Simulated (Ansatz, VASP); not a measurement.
# One calculation of RuAu, two programs

```
Ru Au
1.0
     3.16481    0.00000    0.00000
     0.00000    3.16481    0.00000
     0.00000    0.00000    3.16481
Ru Au
1 1
Direct
  0.00000 0.00000 0.00000
  0.50000 0.50000 0.50000
```

Alike in both runs: functional PBE; k mesh 18 × 18 × 18; occupations gaussian, width 0.1 eV; no spin polarisation.

Ansatz relaxed the structure, and its values are those at the end. VASP's run is a single point on that final structure, the one shown.

```csv
,VASP,Ansatz
version,VASP 6.6.1,Ansatz 0.2.0
potentials or method,"VASP PAW PBE potentials, release 64 (Ru_pv, Au), cutoff 520 eV","scalar-relativistic, plane waves, PAW"
valence electrons in the cell,25,35
```

Ansatz gave:

```
gap on the k mesh at the Fermi level (eV) : none
pressure (GPa)                            : 0.0
```

Which values does VASP return?

gap on the k mesh at the Fermi level (eV): none; pressure (GPa): -0.3.

A gap of «none» marks a metal or a gap that the smearing closes. VASP's potentials hold 25 valence electrons a cell and Ansatz's 35, so a difference there can come from the potentials and not from the codes.

Spin-orbit coupling is off throughout.
